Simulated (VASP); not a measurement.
Set up this calculation in VASP 6.6.1, as the native input.

- Task: single point
- Functional: HSE06
- Potentials or basis: VASP PAW PBE potentials, release 64 (Pb_d, O)
- Cutoff: 520 eV
- k mesh: 6 × 6 × 6
- Occupations: fermi-dirac, width 0.02 eV
- Spin: no spin polarisation
- Dipole correction: no
- Grid for exact exchange (PRECFOCK): Normal
- Further INCAR settings: ALGO = Normal; EDIFF = 1e-06; NBANDS = 17
- Share of exact exchange: 0.25
- Screening parameter: 0.2079 1/Å

The system is PbO.

```
Pb O
1.0
     3.14408    0.00000    0.00000
     0.00000    3.14408    0.00000
     0.00000    0.00000    3.14408
Pb O
1 1
Direct
  0.00000 0.00000 0.00000
  0.50000 0.50000 0.50000
```

This cell differs from its parent crystal: strain -1.1%.

The input as run:

POSCAR

```
PbO
1.0
    3.1440806210      0.0000000000      0.0000000000
    0.0000000000      3.1440806210      0.0000000000
    0.0000000000      0.0000000000      3.1440806210
Pb O
1 1
Direct
    0.0000000000      0.0000000000      0.0000000000
    0.5000000000      0.5000000000      0.5000000000
```

INCAR.step1

```
SYSTEM = PbO
PREC = Accurate ; ENCUT = 520
EDIFF = 1E-5 ; ISMEAR = -1
SIGMA = 0.02 ; LREAL = .False.
LASPH = .True. ; NELM = 100
ALGO = Normal ; ISIF = 2
LWAVE = .True. ; LCHARG = .False.
NBANDS = 17 ; GGA = PE
```

INCAR.step2

```
SYSTEM = PbO
PREC = Accurate ; ENCUT = 520
EDIFF = 1E-6 ; ISMEAR = -1
SIGMA = 0.02 ; LREAL = .False.
LASPH = .True. ; NELM = 100
ALGO = Normal ; ISIF = 2
LWAVE = .False. ; LCHARG = .False.
GGA = PE ; LHFCALC = .True.
HFSCREEN = 0.2079 ; PRECFOCK = Normal
NBANDS = 17 ; ISTART = 1
```

KPOINTS

```
regular mesh
0
Gamma
  6 6 6
  0 0 0
```

Potentials or basis: VASP PAW PBE potentials, release 64 (Pb_d, O).

Command:

```console
$ cat potpaw_PBE.64/Pb_d/POTCAR potpaw_PBE.64/O/POTCAR > POTCAR
$ cp INCAR.step1 INCAR
$ mpirun -np 1 vasp_std > vasp.out
$ cp INCAR.step2 INCAR
$ mpirun -np 1 vasp_std > vasp.out
```

It gave:

The pressure is 2.9 GPa. The band gap on the k mesh is 0.37 eV.

Caveat: the cell differs from its parent crystal (strain -1.1%); the structure was generated, so it needn't be the stable form of PbO; the PAW data sets were made with another functional, which shifts forces and pressure a little; spin-orbit coupling is left out, which moves the levels of the heavy elements.

It took 56 min on 1 thread of AMD EPYC 7R13, on a shared host, peak memory 0.26 GiB.
